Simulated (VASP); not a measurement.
Set up this calculation in VASP 6.6.1, as the native input.

```
Task                   : single point
Functional             : PBE
Potentials or basis    : VASP PAW PBE potentials, release 64 (K_sv, Nb_sv, O)
Cutoff                 : 600 eV
k mesh                 : 6 × 6 × 6
Occupations            : methfessel-paxton, width 0.05 eV
Spin                   : no spin polarisation
Hubbard terms          : Nb d U = 2.0 eV
Dipole correction      : no
Further INCAR settings : ALGO = Normal; EDIFF = 1e-06; NBANDS = 28
```

The structure of KNbO3 lies in POSCAR:

```
KNbO3
1.0
    4.0291830000      0.0000000000      0.0000000000
    0.0000000000      4.0291830000      0.0000000000
    0.0000000000      0.0000000000      4.0291830000
K Nb O
1 1 3
Direct
    0.0000000000      0.0000000000      0.0000000000
    0.5000000000      0.5000000000      0.5000000000
    0.0000000000      0.5000000000      0.5000000000
    0.5000000000      0.0000000000      0.5000000000
    0.5000000000      0.5000000000      0.0000000000
```

One way to write it, as run:

INCAR

```
PREC = Accurate ; ENCUT = 600
EDIFF = 1E-6 ; ISMEAR = 1
SIGMA = 0.05 ; LREAL = False
LASPH = True ; NELM = 200
ALGO = Normal ; ISIF = 2
LWAVE = False ; LCHARG = True
LMAXMIX = 4 ; LDAU = True
LDAUTYPE = 2 ; LDAUL = -1 2 -1
LDAUU = 0 2 0 ; LDAUJ = 0 0 0
LDAUPRINT = 1 ; GGA = PE
LELF = True ; LVHAR = True
NBANDS = 28 ; GGA_COMPAT = False
```

KPOINTS

```
Automatic mesh
0
Gamma
  6 6 6
```

Potentials or basis: VASP PAW PBE potentials, release 64 (K_sv, Nb_sv, O).

Launch:

```console
$ cat potpaw_PBE.64/K_sv/POTCAR potpaw_PBE.64/Nb_sv/POTCAR potpaw_PBE.64/O/POTCAR > POTCAR
$ mpirun -np 1 vasp_std > vasp.out
```

It gave:

* Pressure: 0.7 GPa
* Band gap on the k mesh: 1.73 eV, indirect (least direct gap 2.42 eV)

Run time: 57 s on 1 thread of Intel Xeon 8259CL, on a shared host, peak memory 0.2 GiB.
